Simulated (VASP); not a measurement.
# Pd (P6_3/mmc) in VASP: a series of runs

Pd is run at these levels: PBE, PBE+D3(BJ), PBE+D4, PBEsol+D3(BJ); tasks: single point, relaxation of cell and atoms.

All numbers are computed with VASP 6.6.1; they aren't measurements. Logs are shortened: lines on timing, memory, paths and dates and some standing lists are left out, and cuts for length are marked.

**1. The cell of the first run**

It takes space group P6_3/mmc (No. 194, hexagonal). The conventional cell has a = 2.784 Å, b = 2.784 Å, c = 4.629 Å, α = 90.00°, β = 90.00°, γ = 120.00°. Within 3.7 Å of Pd (site symmetry -6m2) lie 12 Pd at 2.78 to 2.82 Å.

**2. Single point, PBE**

The input, INCAR:

```
SYSTEM = Pd
PREC = Accurate ; ENCUT = 520
EDIFF = 1E-6 ; ISMEAR = 0
SIGMA = 0.025 ; LREAL = .False.
LASPH = .True. ; NELM = 100
ALGO = Normal ; ISIF = 2
LWAVE = .False. ; LCHARG = .False.
GGA = PE ; NBANDS = 17
```

The input, KPOINTS:

```
Automatic mesh
0
Gamma
  11 11 6
  0 0 0
```

The input, POSCAR:

```
Pd
1.0
    2.7836650458      0.0000000000      0.0000000000
   -1.3918325229      2.4107246453      0.0000000000
    0.0000000000      0.0000000000      4.6288930000
Pd
2
Direct
    0.3333333333      0.6666666667      0.2500000000
    0.6666666667      0.3333333333      0.7500000000
```

Potentials or basis: VASP PAW PBE potentials, release 64 (Pd).

Started as:

```console
$ cat potpaw_PBE.64/Pd/POTCAR > POTCAR
$ mpirun -np 1 vasp_std > vasp.out
```

OUTCAR:

```text
SYSTEM = Pd
   PREC = Accurate
   ENCUT = 520
   EDIFF = 1E-6
   ISMEAR = 0
   LREAL = .False.
   LASPH = .True.
   NELM = 100
   ISIF = 2
   GGA = PE

 ion  position               nearest neighbor table
   1  0.333  0.667  0.250-   2 2.82   2 2.82   2 2.82   2 2.82   2 2.82   2 2.82
   2  0.667  0.333  0.750-   1 2.82   1 2.82   1 2.82   1 2.82   1 2.82   1 2.82

  LATTYP: Found a hexagonal cell.
 ALAT       =     2.7836650458
 C/A-ratio  =     1.6628771507

  Lattice vectors:

 A1 = (   2.7836650458,   0.0000000000,   0.0000000000)
 A2 = (  -1.3918325229,   2.4107246453,   0.0000000000)
 A3 = (   0.0000000000,   0.0000000000,   4.6288930000)

Analysis of symmetry for initial positions (statically):
=====================================================================
 Subroutine PRICEL returns:
 Original cell was already a primitive cell.

 Routine SETGRP: Setting up the symmetry group for a
 hexagonal supercell.

 Subroutine GETGRP returns: Found 24 space group operations
 (whereof 12 operations were pure point group operations)
 out of a pool of 24 trial point group operations.

The static configuration has the point symmetry D_3d.
 The point group associated with its full space group is D_6h.

Analysis of symmetry for dynamics (positions and initial velocities):
=====================================================================
 Subroutine PRICEL returns:
 Original cell was already a primitive cell.

 Routine SETGRP: Setting up the symmetry group for a
 hexagonal supercell.

 Subroutine GETGRP returns: Found 24 space group operations
 (whereof 12 operations were pure point group operations)
 out of a pool of 24 trial point group operations.

The dynamic configuration has the point symmetry D_3d.
 The point group associated with its full space group is D_6h.

 Subroutine INISYM returns: Found 24 space group operations
 (whereof 12 operations are pure point group operations),
 and found     1 'primitive' translations

----------------------------------------------------------------------------------------

                                     Primitive cell

  volume of cell :      31.0629

  direct lattice vectors                    reciprocal lattice vectors
     2.783665046  0.000000000  0.000000000     0.359238624  0.207406516  0.000000000
    -1.391832523  2.410724645  0.000000000     0.000000000  0.414813032  0.000000000
     0.000000000  0.000000000  4.628893000     0.000000000  0.000000000  0.216034374

  length of vectors
     2.783665046  2.783665046  4.628893000     0.414813032  0.414813032  0.216034374

[... 75 lines left out ...]
   LNONCOLLINEAR =      F non collinear calculations
   LSORBIT =      F    spin-orbit coupling
   LASPH  =      T    aspherical Exc in radial PAW
   ENCUT  =  520.0 eV  38.22 Ry    6.18 a.u.   5.18  5.18  8.61*2*pi/ulx,y,z
   NELM   =    100;   NELMIN=  2; NELMDL= -5     # of ELM steps
   EDIFF  = 0.1E-05   stopping-criterion for ELM
   LREAL  =      F    real-space projection
   EDIFFG = 0.1E-04   stopping-criterion for IOM
   NSW    =      0    number of steps for IOM
   IBRION =     -1    ionic relax: 0-MD 1-quasi-New 2-CG
   NFREE  =      0    steps in history (QN), initial steepest desc. (CG)
   ISIF   =      2    stress and relaxation
   ISYM   =      2    0-nonsym 1-usesym 2-fastsym
   POTIM  = 0.5000    time-step for ionic-motion
   TEBEG  =    0.0;   TEEND  =   0.0 temperature during run
   PSTRESS=    0.0 pullay stress
   NELECT =      20.0000    total number of electrons
   NUPDOWN=      -1.0000    fix difference up-down
   EMIN   =  10.00;   EMAX   =-10.00  energy-range for DOS
   EFERMI =   0.00;   METHOD = LEGACY
   ISMEAR =     0;   SIGMA  =   0.03  broadening in eV -4-tet -1-fermi 0-gaus
   EFERMI_NEDOS =   21; number of points for ismear=-14 and -15
   IALGO  =     38    algorithm
   IMIX   =      4    mixing-type and parameters
     AMIX     =   0.40;   BMIX     =  1.00
     AMIX_MAG =   1.60;   BMIX_MAG =  1.00
  volume/ion in A,a.u.               =      15.53       104.81
  Fermi-wavevector in a.u.,A,eV,Ry     =   1.413636  2.671385 27.189429  1.998367
  Thomas-Fermi vector in A             =   2.535261
   LORBIT       =      0    0 simple, 1 ext, 2 COOP (PROOUT), +10 PAW based schemes
   GGA     = PE    functional components
   LHFCALC =     F    Hartree Fock is set to
   AEXX    =    0.0000 exact exchange contribution
   IVDW    =     0    specifies the selected vdW correction
   LEPSILON=     F    determine dielectric tensor
   LRPA    =     F    only Hartree local field effects (RPA)
 non-spin polarized calculation
 Gauss-broadening in eV      SIGMA  =   0.03
  energy-cutoff  :      520.00
  volume of cell :       31.06
 maximum number of plane-waves:       849
 NGX is ok and might be reduce to    24
   NGX = 11   NGY = 11   NGZ = 17

 number of electron      20.0000008 magnetization

 Free energy of the ion-electron system (eV)
  ---------------------------------------------------
  ext. energy  EPLUGINS =         0.00000000
  ---------------------------------------------------
  free energy    TOTEN  =       -10.35164189 eV

  energy without entropy =      -10.34963937  energy(sigma->0) =      -10.35064063

 E-fermi :   8.9290     XC(G=0): -12.8638

 val. band max:        8.9177805653   @ k =   0.4545   0.0000   0.1667
 cond. band min:       8.9309337126   @ k =   0.4545   0.0909   0.0000
 fundamental gap:      0.0131531472
 Fermi energy:         8.9290325160

 k-point     1 :       0.0000    0.0000    0.0000
  band No.  band energies     occupation
      1       2.1885      2.00000
      2       4.0182      2.00000
      3       6.2295      2.00000
      4       6.4081      2.00000
      5       6.4081      2.00000
      6       6.7345      2.00000
[... 457 lines left out ...]
      4       5.8171      2.00000
      5       6.2651      2.00000
      6       6.7047      2.00000
[... 9 lines left out ...]
     16      26.3047      0.00000
     17      27.6077      0.00000

 [... further k-points ...]
[... 5 lines left out ...]
  --------------------------------------------------------------------------------------
  -------------------------------------------------------------------------------------
  Total       -0.3837137     -0.3837137     -0.2941868      0.0000000      0.0000000      0.0000000
  in kB      -19.7913850    -19.7913850    -15.1737210      0.0000000      0.0000000      0.0000000
  external PRESSURE =     -18.2521637 kB  Pullay stress =       0.0000000 kB

 VOLUME and BASIS-vectors are now :
 -----------------------------------------------------------------------------
  energy-cutoff  :      520.00
  volume of cell :       31.06
      direct lattice vectors                 reciprocal lattice vectors
     2.783665046  0.000000000  0.000000000     0.359238624  0.207406516  0.000000000
    -1.391832523  2.410724645  0.000000000     0.000000000  0.414813032  0.000000000
     0.000000000  0.000000000  4.628893000     0.000000000  0.000000000  0.216034374

 POSITION                                       TOTAL-FORCE (eV/Angst)
 -----------------------------------------------------------------------------------
     -0.00000      1.60715      1.15722         0.000000      0.000000      0.000000
      1.39183      0.80357      3.47167        -0.000000     -0.000000      0.000000
 -----------------------------------------------------------------------------------
    total drift:                               -0.000000      0.000000     -0.000000

  FREE ENERGIE OF THE ION-ELECTRON SYSTEM (eV)
  ---------------------------------------------------
  free  energy   TOTEN  =       -10.3516418856 eV

  energy  without entropy=      -10.3496393651  energy(sigma->0) =      -10.35064063
```

Wall time 18 s (1 thread of AMD EPYC 9R45 (Zen 5), shared host); peak memory 0.13 GiB.

What came out:

```yaml
Free_energy: -10.3516 eV
Pressure: -1.8 GPa
Band_gap_on_the_k_mesh: zero (band 10 reaches 9.07 eV, above the bottom of band 11 at 8.28 eV)
```

**3. Single point, PBE**

The input, INCAR:

```
SYSTEM = Pd
ALGO = Normal ; EDIFF = 1E-6
ENCUT = 520 ; GGA = PE
ISIF = 2 ; ISMEAR = 0
LASPH = .TRUE. ; LCHARG = .TRUE.
LELF = .TRUE. ; LREAL = .FALSE.
LVHAR = .TRUE. ; LWAVE = .FALSE.
NBANDS = 17 ; NELM = 80
PREC = Accurate ; SIGMA = 0.026000000000000002
```

The input, KPOINTS:

```
k-points
0
G
  11 11 6
  0 0 0
```

POSCAR is that of step 2.

Potentials or basis: VASP PAW PBE potentials, release 64 (Pd).

Started as:

```console
$ cat potpaw_PBE.64/Pd/POTCAR > POTCAR
$ mpirun -np 1 vasp_std > vasp.out
```

Wall time 19 s (1 thread of AMD EPYC 9R45 (Zen 5), shared host); peak memory 0.14 GiB.

Results (log left out):

```yaml
Free_energy: -10.3517 eV
Pressure: -1.8 GPa
Band_gap_on_the_k_mesh: zero (band 10 reaches 9.07 eV, above the bottom of band 11 at 8.28 eV)
```

Stress tensor (GPa, compression positive):
```
-1.98  0.00  0.00
 0.00 -1.98  0.00
 0.00  0.00 -1.51
```

Levels at points of the mesh, in eV from the Fermi level:
| k point | band 7 | band 8 | band 9 | band 10 | band 11 | band 12 | band 13 | band 14 |
| --- | --- | --- | --- | --- | --- | --- | --- | --- |
| (0.00, 0.00, 0.00) | -2.19 | -1.54 | -1.54 | -0.22 | -0.22 | 0.99 | 6.66 | 17.08 |
| (0.00, 0.00, 0.50) | -2.56 | -2.56 | -0.65 | -0.65 | -0.65 | -0.65 | 13.72 | 13.72 |

(Continued in part 2 of 2.)
